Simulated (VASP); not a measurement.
Input of a VASP 6.6.1 run:

Contents of INCAR:

```
ALGO = Normal ; EDIFF = 1E-6
ENCUT = 520 ; GGA = PS
ISIF = 2 ; ISMEAR = 0
LASPH = True ; LCHARG = False
LREAL = False ; LWAVE = False
NBANDS = 21 ; NELM = 100
PREC = Accurate ; SIGMA = 0.05
```

KPOINTS

```
k-points
0
Gamma
  12 12 8
```

Contents of POSCAR:

```
RuF2
1.0
    2.7897613188     -1.6106721472      0.0009761965
    2.7897613188      1.6106721472      0.0009761965
   -0.0013699124      0.0000000000      4.2719990961
Ru F
1 2
Direct
    0.0000000000      0.0000000000      0.0000000000
    0.6666616947      0.6666616947      0.2235971744
    0.3333383053      0.3333383053      0.7764028256
```

Potentials or basis: VASP PAW PBE potentials, release 64 (Ru_pv, F).

Run with:

```bash
$ cat potpaw_PBE.64/Ru_pv/POTCAR potpaw_PBE.64/F/POTCAR > POTCAR
$ mpirun -np 1 vasp_std > vasp.out
```

**Question.** Estimate the pressure.

**Answer.** 0.2 GPa.

**Question.** What does it give for the largest force?

**Answer.** 0.034 eV/Å.

Forces in eV/Å, atoms in the order of the input:
```
Ru   0.000  0.000  0.000
F    0.000  0.000  0.034
F    0.000  0.000 -0.034
```

Caveat: the PAW data sets were made with another functional, which shifts forces and pressure a little.
